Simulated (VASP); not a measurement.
Set up this calculation in VASP 6.6.1, as the native input.

| Item | Value |
| --- | --- |
| Task | relaxation of cell and atoms |
| Functional | PBE |
| Potentials or basis | VASP PAW PBE potentials, release 64 (Li_sv, Ge_d, N) |
| Cutoff | 750 eV |
| k mesh | 4 × 4 × 4 |
| Occupations | gaussian, width 0.2 eV |
| Spin | no spin polarisation |
| Dipole correction | no |
| Further INCAR settings | ALGO = Normal; EDIFF = 1e-07; IBRION = 2; EDIFFG = -0.08; NSW = 36; ISIF = 3 |

The structure of Li2GeN lies in POSCAR:

```
Li2GeN
1.0
   -3.7447866400      3.7447866400      2.1250458800
    3.7447866400     -3.7447866400      2.1250458800
    3.7447866400      3.7447866400     -2.1250458800
Li Ge N
4 2 2
Direct
    0.0000000000      0.7387034200      0.7387034200
    0.0000000000      0.2612965800      0.2612965800
    0.7387034200      0.0000000000      0.7387034200
    0.2612965800      0.0000000000      0.2612965800
    0.7500000000      0.2500000000      0.5000000000
    0.2500000000      0.7500000000      0.5000000000
    0.0000000000      0.0000000000      0.0000000000
    0.5000000000      0.5000000000      0.0000000000
```

The cell was generated, and may not be a known phase.

One way to write it, as run:

INCAR

```
PREC = Accurate
ENCUT = 750
EDIFF = 1E-7
ISMEAR = 0
SIGMA = 0.2
LREAL = F
LASPH = T
NELM = 120
ALGO = Normal
ISIF = 3
LWAVE = F
LCHARG = F
GGA = PE
IBRION = 2
NSW = 36
EDIFFG = -0.08
GGA_COMPAT = F
NELMIN = 4
```

KPOINTS

```
regular mesh
0
Gamma
  4 4 4
```

Potentials or basis: VASP PAW PBE potentials, release 64 (Li_sv, Ge_d, N).

Run with:

```sh
$ cat potpaw_PBE.64/Li_sv/POTCAR potpaw_PBE.64/Ge_d/POTCAR potpaw_PBE.64/N/POTCAR > POTCAR
$ mpirun -np 1 vasp_std > vasp.out
```

Results of the run:

```
Relaxed volume                        : 21.70 Å³/atom
Relaxed cell                          : a = 6.690 Å, b = 6.690 Å, c = 6.690 Å, α = 96.02°, β = 96.02°, γ = 142.21°
Space group after relaxing (to 0.1 Å) : I4/mmm (No. 139)
Energy gained by relaxing             : 683.7 meV/atom
Ionic steps                           : 11
Pressure after relaxing               : 0.1 GPa
Largest force after relaxing          : 0.026 eV/Å
Band gap on the k mesh                : zero (bands 25 and 26 overlap by 1.31 eV)
```

Caveat: the k points lie up to 0.40 Å⁻¹ apart in the final cell, too coarse for converged energies and pressures of a metal; the volume moved by over 15 % at a fixed basis, so the end points are rough.

It took 48 min on 1 thread of Intel Xeon 8259CL (shared host), peak memory 0.47 GiB.
